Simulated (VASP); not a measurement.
# KMgF3 (Pm-3m) in VASP: further runs

KMgF3 is run at these levels: PBE; tasks: single point, relaxation of cell and atoms.

Everything below comes from runs of VASP 6.6.1. Logs are shortened: lines on timing, memory, paths and dates and some standing lists are left out, and cuts for length are marked.

## Step 1: The cell of the first run

The structure is cubic, space group Pm-3m (No. 221). The conventional cell has a = 3.900 Å, b = 3.900 Å, c = 3.900 Å, α = 90.00°, β = 90.00°, γ = 90.00°. K (site symmetry m-3m) has 12 F at 2.76 Å and 8 Mg at 3.38 Å within 3.6 Å. Mg (site symmetry m-3m) has 6 F at 1.95 Å within 2.6 Å. Within 2.6 Å of F (site symmetry 4/mmm) lie 2 Mg at 1.95 Å.

## Step 2: Single point, PBE

Input file INCAR:

```
SYSTEM = KMgF3
PREC     = Accurate       ! precision mode
ENCUT    = 520            ! plane-wave cutoff, eV
EDIFF    = 1E-6           ! SCF threshold, eV
ISMEAR   = 0              ! smearing method
SIGMA    = 0.01           ! smearing width, eV
LREAL    = .False.        ! projectors in reciprocal space
LASPH    = .True.         ! aspherical terms in the spheres
NELM     = 80             ! most SCF steps
ALGO     = Normal         ! electronic algorithm
ISIF     = 2              ! what is computed and relaxed
LWAVE    = .False.        ! write WAVECAR
LCHARG   = .False.        ! write CHGCAR
GGA      = PE             ! functional
NBANDS   = 24             ! bands
```

Input file KPOINTS:

```
Automatic mesh
0
Gamma
  6 6 6
  0 0 0
```

Input file POSCAR:

```
KMgF3
1.0
    3.8997949955      0.0000000000      0.0000000000
    0.0000000000      3.8997949955      0.0000000000
    0.0000000000      0.0000000000      3.8997949955
K Mg F
1 1 3
Direct
    0.5000000000      0.5000000000      0.5000000000
    0.0000000000      0.0000000000      0.0000000000
    0.5000000000      0.0000000000      0.0000000000
    0.0000000000      0.5000000000      0.0000000000
    0.0000000000      0.0000000000      0.5000000000
```

Potentials or basis: VASP PAW PBE potentials, release 64 (K_sv, Mg, F).

The run is started by

```sh
> cat potpaw_PBE.64/K_sv/POTCAR potpaw_PBE.64/Mg/POTCAR potpaw_PBE.64/F/POTCAR > POTCAR
> mpirun -np 1 vasp_std > vasp.out
```

OUTCAR:

```text
SYSTEM = KMgF3
   PREC = Accurate
   ENCUT = 520
   EDIFF = 1E-6
   ISMEAR = 0
   LREAL = .False.
   LASPH = .True.
   NELM = 80
   ISIF = 2
   GGA = PE

 ion  position               nearest neighbor table
   1  0.500  0.500  0.500-   3 2.76   4 2.76   5 2.76   3 2.76   4 2.76   3 2.76   5 2.76   3 2.76
                             4 2.76   5 2.76   4 2.76   5 2.76   2 3.38   2 3.38   2 3.38   2 3.38
   2  0.000  0.000  0.000-   3 1.95   4 1.95   5 1.95   5 1.95   4 1.95   3 1.95   1 3.38   1 3.38
                             1 3.38   1 3.38   1 3.38   1 3.38   1 3.38   1 3.38
   3  0.500  0.000  0.000-   2 1.95   2 1.95   1 2.76   1 2.76   1 2.76   1 2.76
   4  0.000  0.500  0.000-   2 1.95   2 1.95   1 2.76   1 2.76   1 2.76   1 2.76
   5  0.000  0.000  0.500-   2 1.95   2 1.95   1 2.76   1 2.76   1 2.76   1 2.76

  LATTYP: Found a simple cubic cell.
 ALAT       =     3.8997949955

  Lattice vectors:

 A1 = (   3.8997949955,   0.0000000000,   0.0000000000)
 A2 = (   0.0000000000,   3.8997949955,   0.0000000000)
 A3 = (   0.0000000000,   0.0000000000,   3.8997949955)

Analysis of symmetry for initial positions (statically):
=====================================================================
 Subroutine PRICEL returns:
 Original cell was already a primitive cell.

 Routine SETGRP: Setting up the symmetry group for a
 simple cubic supercell.

 Subroutine GETGRP returns: Found 48 space group operations
 (whereof 48 operations were pure point group operations)
 out of a pool of 48 trial point group operations.

The static configuration has the point symmetry O_h .

Analysis of symmetry for dynamics (positions and initial velocities):
=====================================================================
 Subroutine PRICEL returns:
 Original cell was already a primitive cell.

 Routine SETGRP: Setting up the symmetry group for a
 simple cubic supercell.

 Subroutine GETGRP returns: Found 48 space group operations
 (whereof 48 operations were pure point group operations)
 out of a pool of 48 trial point group operations.

The dynamic configuration has the point symmetry O_h .

 Subroutine INISYM returns: Found 48 space group operations
 (whereof 48 operations are pure point group operations),
 and found     1 'primitive' translations

----------------------------------------------------------------------------------------

                                     Primitive cell

  volume of cell :      59.3096

  direct lattice vectors                    reciprocal lattice vectors
     3.899794996  0.000000000  0.000000000     0.256423735  0.000000000  0.000000000
     0.000000000  3.899794996  0.000000000     0.000000000  0.256423735  0.000000000
     0.000000000  0.000000000  3.899794996     0.000000000  0.000000000  0.256423735

  length of vectors
     3.899794996  3.899794996  3.899794996     0.256423735  0.256423735  0.256423735

  position of ions in fractional coordinates (direct lattice)
     0.500000000  0.500000000  0.500000000
     0.000000000  0.000000000  0.000000000
     0.500000000  0.000000000  0.000000000
     0.000000000  0.500000000  0.000000000
     0.000000000  0.000000000  0.500000000

  ion indices of the primitive-cell ions
   primitive index   ion index
                 1           1
                 2           2
                 3           3
                 4           4
                 5           5

----------------------------------------------------------------------------------------

 KPOINTS: Automatic mesh

Automatic generation of k-mesh.
 Grid dimensions read from file:
 generate k-points for:    6    6    6

 Generating k-lattice:

  Cartesian coordinates                     Fractional coordinates (reciprocal lattice)
     0.042737289  0.000000000  0.000000000     0.166666667  0.000000000  0.000000000
     0.000000000  0.042737289  0.000000000     0.000000000  0.166666667  0.000000000
     0.000000000  0.000000000  0.042737289     0.000000000  0.000000000  0.166666667

  Length of vectors
     0.042737289  0.042737289  0.042737289

  Shift w.r.t. Gamma in fractional coordinates (k-lattice)
     0.000000000  0.000000000  0.000000000

 Subroutine IBZKPT returns following result:
 ===========================================

 Found     20 irreducible k-points:

 Following reciprocal coordinates:
            Coordinates               Weight
  0.000000  0.000000  0.000000      1.000000
  0.166667  0.000000  0.000000      6.000000
  0.333333  0.000000  0.000000      6.000000
  0.500000  0.000000  0.000000      3.000000
  0.166667  0.166667  0.000000     12.000000
  0.333333  0.166667  0.000000     24.000000
[... 12 lines left out ...]
  0.500000  0.500000  0.333333      6.000000
  0.500000  0.500000  0.500000      1.000000
   k-points           NKPTS =     20   k-points in BZ     NKDIM =     20   number of bands    NBANDS=     24
   number of dos      NEDOS =    301   number of ions     NIONS =      5
[... 30 lines left out ...]
   EFERMI =   0.00;   METHOD = LEGACY
   ISMEAR =     0;   SIGMA  =   0.01  broadening in eV -4-tet -1-fermi 0-gaus
   EFERMI_NEDOS =   21; number of points for ismear=-14 and -15
   IALGO  =     38    algorithm
   IMIX   =      4    mixing-type and parameters
     AMIX     =   0.40;   BMIX     =  1.00
     AMIX_MAG =   1.60;   BMIX_MAG =  1.00
  volume/ion in A,a.u.               =      11.86        80.05
  Fermi-wavevector in a.u.,A,eV,Ry     =   1.332753  2.518538 24.167089  1.776231
  Thomas-Fermi vector in A             =   2.461664
   LORBIT       =      0    0 simple, 1 ext, 2 COOP (PROOUT), +10 PAW based schemes
   GGA     = PE    functional components
   LHFCALC =     F    Hartree Fock is set to
   AEXX    =    0.0000 exact exchange contribution
   IVDW    =     0    specifies the selected vdW correction
   LEPSILON=     F    determine dielectric tensor
   LRPA    =     F    only Hartree local field effects (RPA)
 non-spin polarized calculation
 Gauss-broadening in eV      SIGMA  =   0.01
  energy-cutoff  :      520.00
  volume of cell :       59.31
 maximum number of plane-waves:      1628
 NGX is ok and might be reduce to    30
   NGX = 15   NGY = 15   NGZ = 15

 number of electron      32.0000000 magnetization

 Free energy of the ion-electron system (eV)
  ---------------------------------------------------
  ext. energy  EPLUGINS =         0.00000000
  ---------------------------------------------------
  free energy    TOTEN  =       -24.24825616 eV

  energy without entropy =      -24.24825616  energy(sigma->0) =      -24.24825616

 E-fermi :  -1.1401     XC(G=0): -10.0143

 val. band max:       -1.2538531611   @ k =   0.5000   0.5000   0.5000
 cond. band min:       6.5669814880   @ k =   0.0000   0.0000   0.0000
 fundamental gap:      7.8208346491
 Fermi energy:        -1.1400938957

 k-point     1 :       0.0000    0.0000    0.0000
  band No.  band energies     occupation
      1     -26.7857      2.00000
      2     -21.5525      2.00000
      3     -20.8085      2.00000
      4     -20.8085      2.00000
      5     -10.2871      2.00000
      6     -10.2871      2.00000
[... 16 lines left out ...]
     23      13.5550      0.00000
     24      16.4919      0.00000

 k-point     2 :       0.1667    0.0000    0.0000
  band No.  band energies     occupation
      1     -26.7752      2.00000
      2     -21.5207      2.00000
      3     -20.8521      2.00000
      4     -20.8068      2.00000
      5     -10.2772      2.00000
      6     -10.2687      2.00000
[... 16 lines left out ...]
     23      13.5500      0.00000
     24      16.3395      0.00000

 k-point     3 :       0.3333    0.0000    0.0000
  band No.  band energies     occupation
      1     -26.7543      2.00000
      2     -21.4452      2.00000
      3     -20.9511      2.00000
      4     -20.8012      2.00000
      5     -10.2574      2.00000
      6     -10.2313      2.00000
[... 16 lines left out ...]
     23      13.3884      0.00000
     24      15.8440      0.00000
[... 406 lines left out ...]
 k-point    19 :       0.5000    0.5000    0.3333
  band No.  band energies     occupation
      1     -26.7011      2.00000
      2     -21.0339      2.00000
      3     -21.0240      2.00000
      4     -21.0240      2.00000
      5     -10.4840      2.00000
      6     -10.4840      2.00000
[... 16 lines left out ...]
     23      14.1610      0.00000
     24      14.1610      0.00000

 k-point    20 :       0.5000    0.5000    0.5000
  band No.  band energies     occupation
      1     -26.6965      2.00000
      2     -21.0170      2.00000
      3     -21.0170      2.00000
      4     -21.0170      2.00000
      5     -10.5219      2.00000
      6     -10.5219      2.00000
[... 16 lines left out ...]
     23      14.5868      0.00000
     24      14.5868      0.00000

------------------------ aborting loop because EDIFF is reached ----------------------------------------

  FORCE on cell =-STRESS in cart. coord.  units (eV):
  Direction    XX          YY          ZZ          XY          YZ          ZX
  --------------------------------------------------------------------------------------
  -------------------------------------------------------------------------------------
  Total        3.5457251      3.5457251      3.5457251     -0.0000000     -0.0000000      0.0000000
  in kB       95.7834132     95.7834132     95.7834132     -0.0000000     -0.0000000      0.0000000
  external PRESSURE =      95.7834132 kB  Pullay stress =       0.0000000 kB

 VOLUME and BASIS-vectors are now :
 -----------------------------------------------------------------------------
  energy-cutoff  :      520.00
  volume of cell :       59.31
      direct lattice vectors                 reciprocal lattice vectors
     3.899794996  0.000000000  0.000000000     0.256423735  0.000000000  0.000000000
     0.000000000  3.899794996  0.000000000     0.000000000  0.256423735  0.000000000
     0.000000000  0.000000000  3.899794996     0.000000000  0.000000000  0.256423735

 POSITION                                       TOTAL-FORCE (eV/Angst)
 -----------------------------------------------------------------------------------
      1.94990      1.94990      1.94990         0.000000      0.000000      0.000000
      0.00000      0.00000      0.00000         0.000000      0.000000      0.000000
      1.94990      0.00000      0.00000         0.000000      0.000000      0.000000
      0.00000      1.94990      0.00000         0.000000      0.000000      0.000000
      0.00000      0.00000      1.94990         0.000000      0.000000      0.000000
 -----------------------------------------------------------------------------------
    total drift:                                0.000000     -0.000000      0.000000

  FREE ENERGIE OF THE ION-ELECTRON SYSTEM (eV)
  ---------------------------------------------------
  free  energy   TOTEN  =       -24.2482561599 eV

  energy  without entropy=      -24.2482561599  energy(sigma->0) =      -24.24825616
```

Run time: 59 s. Hardware: 1 thread of Intel Xeon 8259CL, shared host; peak memory 0.18 GiB.

What came out:

| Item | Value |
| --- | --- |
| Free energy | -24.2483 eV |
| Pressure | 9.6 GPa |
| Band gap on the k mesh | 7.82 eV (least direct gap 8.14 eV) |

Levels at points of the mesh, in eV from the valence-band top:
```csv
k point,band 13,band 14,band 15,band 16,band 17,band 18,band 19,band 20
"(0.00, 0.00, 0.00)",-0.69,-0.32,-0.32,-0.32,7.82,10.16,10.16,12.40
"(0.50, 0.00, 0.00)",-0.94,-0.94,-0.57,-0.57,10.54,11.14,11.29,13.04
"(0.50, 0.50, 0.00)",-1.16,-0.95,-0.95,-0.02,11.30,12.02,13.12,13.12
"(0.50, 0.50, 0.50)",-1.18,0.00,0.00,0.00,10.70,10.70,10.70,14.37
```

Caveat: the cell stands under pressure. A hybrid or GW would open this gap; PBE tends to underestimate it.

## Step 3: Single point, PBE

This run uses another cell than the first one, of 13.32 Å³/atom.

Input file INCAR:

```
SYSTEM = KMgF3
PREC = Accurate
ENCUT = 520
EDIFF = 1E-6
ISMEAR = 0
SIGMA = 0.01
LREAL = .False.
LASPH = .True.
NELM = 80
ALGO = Normal
ISIF = 2
LWAVE = .False.
LCHARG = .False.
GGA = PE
NBANDS = 24
```

KPOINTS is that of step 2.

Changes to POSCAR since step 2:

```diff
@@ -2,5 +2,5 @@
 1.0
-    3.8997949955      0.0000000000      0.0000000000
-    0.0000000000      3.8997949955      0.0000000000
-    0.0000000000      0.0000000000      3.8997949955
+    4.0538497206      0.0000000000      0.0000000000
+    0.0000000000      4.0538497206      0.0000000000
+    0.0000000000      0.0000000000      4.0538497206
 K Mg F
```

Potentials or basis: VASP PAW PBE potentials, release 64 (K_sv, Mg, F).

The run is started by

```sh
> cat potpaw_PBE.64/K_sv/POTCAR potpaw_PBE.64/Mg/POTCAR potpaw_PBE.64/F/POTCAR > POTCAR
> mpirun -np 1 vasp_std > vasp.out
```

Run time: 42 s. Hardware: 1 thread of Intel Xeon 8259CL, shared host; peak memory 0.18 GiB.

It converged, with:

```
Free energy            : -24.4498 eV
Pressure               : -0.4 GPa
Band gap on the k mesh : 6.93 eV (least direct gap 7.25 eV)
```

Levels at points of the mesh, in eV from the valence-band top:
```tsv
k point	band 13	band 14	band 15	band 16	band 17	band 18	band 19	band 20
(0.00, 0.00, 0.00)	-0.58	-0.32	-0.32	-0.32	6.93	10.01	10.01	12.10
(0.50, 0.00, 0.00)	-0.80	-0.80	-0.50	-0.50	9.80	9.94	10.99	12.57
(0.50, 0.50, 0.00)	-0.95	-0.85	-0.85	-0.02	10.61	11.44	12.16	12.16
(0.50, 0.50, 0.50)	-1.08	0.00	0.00	0.00	10.24	10.24	10.24	13.57
```

A k mesh can miss the band edges.

## Step 4: Relaxation of cell and atoms, PBE

This run uses another cell than the first one, of 12.67 Å³/atom.

Input file INCAR:

```
SYSTEM = KMgF3
PREC = Accurate
ENCUT = 600
EDIFF = 1E-6
ISMEAR = 0
SIGMA = 0.01
LREAL = .False.
LASPH = .True.
NELM = 100
ALGO = Normal
ISIF = 3
LWAVE = .False.
LCHARG = .False.
GGA = PE
IBRION = 2
NSW = 80
EDIFFG = -0.03
```

KPOINTS is that of step 3.

Changes to POSCAR since step 3:

```diff
@@ -2,5 +2,5 @@
 1.0
-    4.0538497206      0.0000000000      0.0000000000
-    0.0000000000      4.0538497206      0.0000000000
-    0.0000000000      0.0000000000      4.0538497206
+    3.9859000000      0.0000000000      0.0000000000
+    0.0000000000      3.9859000000      0.0000000000
+    0.0000000000      0.0000000000      3.9859000000
 K Mg F
```

The run is started by

```sh
> cat potpaw_PBE.64/K_sv/POTCAR potpaw_PBE.64/Mg/POTCAR potpaw_PBE.64/F/POTCAR > POTCAR
> mpirun -np 1 vasp_std > vasp.out
```

Wall time 1.8 min (1 thread of Intel Xeon 8259CL, shared host); peak memory 0.2 GiB.

The run converged. Its results:

```
Free energy                           : -24.4497 eV
Relaxed volume                        : 13.24 Å³/atom
Relaxed cell                          : a = 4.045 Å, b = 4.045 Å, c = 4.045 Å, α = 90.00°, β = 90.00°, γ = 90.00°
Space group after relaxing (to 0.1 Å) : Pm-3m (No. 221)
Energy gained by relaxing             : 5.5 meV/atom
Ionic steps                           : 3
Pressure after relaxing               : 0.0 GPa
Band gap on the k mesh                : 6.98 eV (least direct gap 7.30 eV)
```

The path:
```
step  energy change (eV)  largest force (eV/Å)  pressure (GPa)  volume (Å³)
   1              0.0000                0.0000            3.25        63.33
   2             -0.0269                0.0000            0.47        65.71
   3             -0.0276                0.0000           -0.02        66.18
```

Final structure:
```
CELL_PARAMETERS angstrom
4.04498 0.00000 0.00000
0.00000 4.04498 0.00000
0.00000 0.00000 4.04498
ATOMIC_POSITIONS crystal
K 0.50000 0.50000 0.50000
Mg 0.00000 0.00000 0.00000
F 0.50000 0.00000 0.00000
F 0.00000 0.50000 0.00000
F 0.00000 0.00000 0.50000
```

Levels at points of the mesh, in eV from the valence-band top:
```
           k point  band 13  band 14  band 15  band 16  band 17  band 18  band 19  band 20
(0.00, 0.00, 0.00)    -0.58    -0.32    -0.32    -0.32     6.98    10.02    10.02    12.12
(0.50, 0.00, 0.00)    -0.81    -0.80    -0.50    -0.50     9.84    10.00    11.00    12.60
(0.50, 0.50, 0.00)    -0.96    -0.86    -0.86    -0.02    10.65    11.48    12.22    12.22
(0.50, 0.50, 0.50)    -1.08     0.00     0.00     0.00    10.27    10.27    10.27    13.62
```

A k mesh can miss the band edges. Zero-point motion and thermal expansion aren't in these numbers.

## Step 5: Relaxation of cell and atoms, PBE, target pressure 10 GPa, at which the enthalpy is minimised

This run uses another cell than the first one, of 12.67 Å³/atom.

Changes to INCAR since step 4:

```diff
@@ -3,3 +3,3 @@
 ENCUT = 600
-EDIFF = 1E-6
+EDIFF = 1E-7
 ISMEAR = 0
@@ -8,3 +8,3 @@
 LASPH = .True.
-NELM = 100
+NELM = 60
 ALGO = Normal
@@ -17 +17,2 @@
 EDIFFG = -0.03
+PSTRESS = 100.0
```

KPOINTS is that of step 4.

POSCAR is that of step 4.

The run is started by

```sh
> cat potpaw_PBE.64/K_sv/POTCAR potpaw_PBE.64/Mg/POTCAR potpaw_PBE.64/F/POTCAR > POTCAR
> mpirun -np 1 vasp_std > vasp.out
```

It took 1.8 min on 1 thread of Intel Xeon 8259CL, shared host; peak memory 0.2 GiB.

It converged, with:

```
Free energy                                                : -24.2479 eV
Relaxed volume                                             : 11.79 Å³/atom
Relaxed cell                                               : a = 3.892 Å, b = 3.892 Å, c = 3.892 Å, α = 90.00°, β = 90.00°, γ = 90.00°
Space group after relaxing (to 0.1 Å)                      : Pm-3m (No. 221)
Energy change on relaxing (the run minimises the enthalpy) : +34.9 meV/atom
Ionic steps                                                : 3
Pressure after relaxing                                    : 10.0 GPa
Band gap on the k mesh                                     : 7.87 eV (least direct gap 8.19 eV)
```

The path:
```
step  energy change (eV)  largest force (eV/Å)  pressure (GPa)  volume (Å³)
   1              0.0000                0.0000            3.24        63.33
   2              0.2016                0.0000           10.81        58.55
   3              0.1743                0.0000           10.01        58.97
```

Final structure:
```yaml
crystal:
  lattice:
    - [3.89239, 0.00000, 0.00000]
    - [0.00000, 3.89239, 0.00000]
    - [0.00000, 0.00000, 3.89239]
  atoms:
    - { symbol: K, position: [0.50000, 0.50000, 0.50000] }
    - { symbol: Mg, position: [0.00000, 0.00000, 0.00000] }
    - { symbol: F, position: [0.50000, 0.00000, 0.00000] }
    - { symbol: F, position: [0.00000, 0.50000, 0.00000] }
    - { symbol: F, position: [0.00000, 0.00000, 0.50000] }
```

Levels at points of the mesh, in eV from the valence-band top:
```tsv
k point	band 14	band 15	band 16	band 17	band 18	band 19
(0.00, 0.00, 0.00)	-0.32	-0.32	-0.32	7.87	10.18	10.18
(0.50, 0.00, 0.00)	-0.94	-0.57	-0.57	10.58	11.21	11.31
(0.50, 0.50, 0.00)	-0.95	-0.95	-0.02	11.34	12.05	13.15
(0.50, 0.50, 0.50)	0.00	0.00	0.00	10.73	10.73	10.73
```

Caveat: the cell is relaxed towards a set pressure, so the run minimises the enthalpy, not the energy. Expect the measured gap to be larger: semilocal functionals such as PBE lack the derivative discontinuity.

## Step 6: Summary

| task | cell | cutoff (eV) | gap on the mesh (eV) | pressure (GPa) |
| --- | --- | --- | --- | --- |
| single point | a = 3.900 Å, 5 atoms | 520 | 7.82 | 9.6 |
| single point | a = 4.054 Å, 5 atoms | 520 | 6.93 | -0.4 |
| relaxation of cell and atoms | relaxed from a = 3.986 Å, 5 atoms | 600 | 6.98 | 0.0 |
| relaxation of cell and atoms | relaxed to 10 GPa from a = 3.986 Å, 5 atoms | 600 | 7.87 | 10.0 |

Alike in all rows: level PBE; potentials or basis VASP PAW PBE potentials, release 64 (K_sv, Mg, F); no spin polarisation; k mesh 6 × 6 × 6; smearing gaussian 0.01 eV.

Caveats: the cell stands under pressure (at least some runs); the cell is relaxed towards a set pressure, so the run minimises the enthalpy, not the energy (at least some runs).

Absolute energies hang on the potentials; compare differences alone.
